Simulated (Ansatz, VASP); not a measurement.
# One calculation of SrZr2SnO6, two programs

```
CELL_PARAMETERS angstrom
4.07317 -4.13311 0.00000
4.07317 4.13311 0.00000
0.00000 0.00000 4.20967
ATOMIC_POSITIONS crystal
Sr 0.50000 0.50000 0.50000
Zr 0.00000 0.50000 0.00000
Zr 0.50000 0.00000 0.00000
Sn 0.00000 0.00000 0.50000
O 0.00000 0.50000 0.50000
O 0.50000 0.00000 0.50000
O 0.31126 0.68874 0.00000
O 0.68874 0.31126 0.00000
O 0.80716 0.80716 0.00000
O 0.19284 0.19284 0.00000
```

Alike in both runs: functional PBE; k mesh 6 × 6 × 6; occupations gaussian, width 0.02 eV; no spin polarisation.

Ansatz relaxed the structure, and its values are those at the end. VASP's run is a single point on that final structure, the one shown.

|  | VASP | Ansatz |
| --- | --- | --- |
| version | VASP 6.6.1 | Ansatz 0.2.0 |
| potentials or method | VASP PAW PBE potentials, release 64 (Sr_sv, Zr_sv, Sn_d, O), cutoff 520 eV | scalar-relativistic, plane waves, PAW |
| valence electrons in the cell | 84 | 84 |

```csv
,VASP,Ansatz,Ansatz less VASP
gap on the k mesh at the Fermi level (eV),2.40,2.40,+0.005
least direct gap on the mesh (eV),2.45,2.45,+0.005
pressure (GPa),0.2,0.0,-0.25
rms of the force components (eV/Å),0.004,0.000,-0.0036
```

The functional is the same, so the differences come from potentials, cutoffs and numerics.
